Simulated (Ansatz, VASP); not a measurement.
# Two plane-wave programs on ZrC

```xyz
2
Lattice="0.0000 2.3376 2.3376 2.3376 0.0000 2.3376 2.3376 2.3376 0.0000" Properties=species:S:1:pos:R:3 pbc="T T T"
Zr    0.0000    0.0000    0.0000
C     2.3376    2.3376    2.3376
```

Alike in both runs: functional PBE; dispersion D3(BJ); k mesh 6 × 6 × 6; occupations gaussian, width 0.1 eV; no spin polarisation.

Ansatz relaxed the structure, and its values are those at the end. VASP's run is a single point on that final structure, the one shown.

|  | VASP | Ansatz |
| --- | --- | --- |
| version | VASP 6.6.1 | Ansatz 0.2.0 |
| potentials or method | VASP PAW PBE potentials, release 64 (Zr_sv, C), cutoff 600 eV | scalar-relativistic, plane waves, PAW |
| valence electrons in the cell | 16 | 16 |

Ansatz gave:

| Quantity | Value |
| --- | --- |
| gap on the k mesh at the Fermi level (eV) | none |
| pressure (GPa) | -0.2 |

Q: Estimate VASP's values.

A: gap on the k mesh at the Fermi level (eV): none; pressure (GPa): -0.1.

A gap of «none» marks a metal or a gap that the smearing closes.

The k mesh is coarse, so the values compare programs but aren't converged.
